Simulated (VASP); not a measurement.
A run of VASP 6.6.1:

Contents of POSCAR:

```
SnSe
1.0
    0.0000000000      2.9415944317      2.9415944317
    2.9415944317      0.0000000000      2.9415944317
    2.9415944317      2.9415944317      0.0000000000
Sn Se
1 1
Direct
    0.0000000000      0.0000000000      0.0000000000
    0.5000000000      0.5000000000      0.5000000000
```

The input INCAR.step1:

```
SYSTEM = SnSe
  PREC = Accurate
  ENCUT = 520
  EDIFF = 1E-5
  ISMEAR = -1
  SIGMA = 0.05
  LREAL = .FALSE.
  LASPH = .TRUE.
  NELM = 60
  ALGO = Normal
  ISIF = 2
  LWAVE = .TRUE.
  NBANDS = 17
  GGA = PE
```

INCAR.step2

```
SYSTEM = SnSe
  PREC = Accurate
  ENCUT = 520
  EDIFF = 1E-7
  ISMEAR = -1
  SIGMA = 0.05
  LREAL = .FALSE.
  LASPH = .TRUE.
  NELM = 60
  ALGO = Normal
  ISIF = 2
  LWAVE = .FALSE.
  LCHARG = .TRUE.
  GGA = PS
  LHFCALC = .TRUE.
  AEXX = 0.25
  HFSCREEN = 0.207
  PRECFOCK = Normal
  LELF = .TRUE.
  LVHAR = .TRUE.
  NBANDS = 17
  ISTART = 1
```

The input KPOINTS:

```
regular mesh
0
G
  4 4 4
  0 0 0
```

Potentials or basis: VASP PAW PBE potentials, release 64 (Sn_d, Se).

The run is started by

```console
$ cat potpaw_PBE.64/Sn_d/POTCAR potpaw_PBE.64/Se/POTCAR > POTCAR
$ cp INCAR.step1 INCAR
$ mpirun -np 1 vasp_std > vasp.out
$ cp INCAR.step2 INCAR
$ mpirun -np 1 vasp_std > vasp.out
```

Hardware: 1 thread of AMD EPYC 7571, with other jobs on the host.

Question: Estimate the wall time of this run.

Answer: It took 25 min on 1 thread of AMD EPYC 7571, with other jobs on the host, peak memory 0.26 GiB. Counts: k points 8.
